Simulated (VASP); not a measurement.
Input of a VASP 6.6.1 run:

The input INCAR:

```
PREC = Accurate ; ENCUT = 520
EDIFF = 1E-7 ; ISMEAR = -1
SIGMA = 0.05 ; LREAL = False
LASPH = True ; NELM = 80
ALGO = Normal ; ISIF = 2
LWAVE = False ; LCHARG = False
GGA = B5 ; ALDAX = 1.0
AGGAX = 1.0 ; AGGAC = 1.0
ALDAC = 0.0 ; NBANDS = 13
```

KPOINTS

```
Automatic mesh
0
Gamma
  9 9 9
```

Contents of POSCAR:

```
Pb
1.0
    0.0000000000      2.5235621278      2.5235621278
    2.5235621278      0.0000000000      2.5235621278
    2.5235621278      2.5235621278      0.0000000000
Pb
1
Direct
    0.0000000000      0.0000000000      0.0000000000
```

Potentials or basis: VASP PAW PBE potentials, release 64 (Pb_d).

Launch:

```bash
$ cat potpaw_PBE.64/Pb_d/POTCAR > POTCAR
$ mpirun -np 1 vasp_std > vasp.out
```

Problem. Estimate the pressure.

Solution. 3.0 GPa.

Problem. What does it give for the band gap on the k mesh?

Solution. Zero (band 7 reaches 13.91 eV, above the bottom of band 8 at 5.74 eV).

Caveat: the PAW data sets were made with another functional, which shifts forces and pressure a little; spin-orbit coupling is left out, which moves the levels of the heavy elements.
